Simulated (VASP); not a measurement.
Input of a VASP 6.6.1 run:

INCAR

```
SYSTEM = Si
PREC = Accurate
ENCUT = 520
EDIFF = 1E-7
ISMEAR = 0
SIGMA = 0.15
LREAL = .False.
LASPH = .True.
NELM = 100
ALGO = Normal
ISIF = 2
LWAVE = .False.
LCHARG = .False.
GGA = CA
NBANDS = 8
```

The input KPOINTS:

```
Automatic mesh
0
Gamma
  24 24 20
  0 0 0
```

File POSCAR:

```
Si
1.0
    2.4895156742      0.0000000000      0.0000000000
   -1.2447578371      2.1559838169      0.0000000000
    0.0000000000      0.0000000000      2.4663543900
Si
1
Direct
    0.0000000000      0.0000000000      0.0000000000
```

Potentials or basis: VASP PAW LDA potentials, release 64 (Si).

Command:

```sh
$ cat potpaw_LDA.64/Si/POTCAR > POTCAR
$ mpirun -np 1 vasp_std > vasp.out
```

(1) Estimate the pressure.

(2) Predict the band gap on the k mesh.

## Answers

(1) 13.7 GPa.

(2) zero (bands 2 and 3 overlap by 11.91 eV).

Caveat: the cell differs from its parent crystal (strain -0.050 along x and y, +0.000 along z); the cell stands under pressure.
